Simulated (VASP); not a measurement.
Here is a VASP 6.6.1 calculation.

INCAR

```
PREC = Accurate
ENCUT = 520
EDIFF = 1E-7
ISMEAR = -1
SIGMA = 0.05
LREAL = F
LASPH = T
NELM = 80
ALGO = Normal
ISIF = 2
LWAVE = F
LCHARG = F
GGA = PS
NBANDS = 20
```

The input KPOINTS:

```
Automatic mesh
0
Gamma
  17 17 9
```

POSCAR

```
Tl
1.0
    3.4593843562      0.0000000000      0.0000000000
   -1.7296921781      2.9959147340      0.0000000000
    0.0000000000      0.0000000000      5.5206385324
Tl
2
Direct
    0.3333333333      0.6666666667      0.2500000000
    0.6666666667      0.3333333333      0.7500000000
```

Potentials or basis: VASP PAW PBE potentials, release 64 (Tl_d).

The run is started by

```sh
$ cat potpaw_PBE.64/Tl_d/POTCAR > POTCAR
$ mpirun -np 1 vasp_std > vasp.out
```

Q: Predict the pressure.

A: -0.1 GPa.

Q: Predict the band gap on the k mesh.

A: Zero (bands 13 and 14 overlap by 4.66 eV).

Caveat: the PAW data sets were made with another functional, which shifts forces and pressure a little; spin-orbit coupling is left out, which moves the levels of the heavy elements.
